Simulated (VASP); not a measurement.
A run of VASP 6.6.1:

File INCAR:

```
SYSTEM = Ge
PREC = Accurate
ENCUT = 520
EDIFF = 1E-8
ISMEAR = 0
SIGMA = 0.05
LREAL = .FALSE.
LASPH = .TRUE.
NELM = 80
ALGO = Normal
ISIF = 2
LWAVE = .FALSE.
LCHARG = .TRUE.
NBANDS = 21
IBRION = 8
NSW = 1
```

KPOINTS

```
regular mesh
0
G
  12 12 12
  0 0 0
```

The input POSCAR:

```
Ge
1.0
    0.0000000000      2.8108713451      2.8108713451
    2.8108713451      0.0000000000      2.8108713451
    2.8108713451      2.8108713451      0.0000000000
Ge
2
Direct
    0.0000000000      0.0000000000      0.0000000000
    0.2500000000      0.2500000000      0.2500000000
```

Potentials or basis: VASP PAW LDA potentials, release 64 (Ge_d).

Run with:

```bash
$ cat potpaw_LDA.64/Ge_d/POTCAR > POTCAR
$ mpirun -np 1 vasp_std > vasp.out
```

Hardware: 1 thread of Intel(R) Xeon(R) Platinum 8488C (Sapphire Rapids) (shared host).

Task: How long does it take, and how much memory?

Result: Wall time 5.3 min on 1 thread of Intel(R) Xeon(R) Platinum 8488C (Sapphire Rapids), on a shared host, peak memory 0.55 GiB. Counts: scf iterations 28, k points 72.
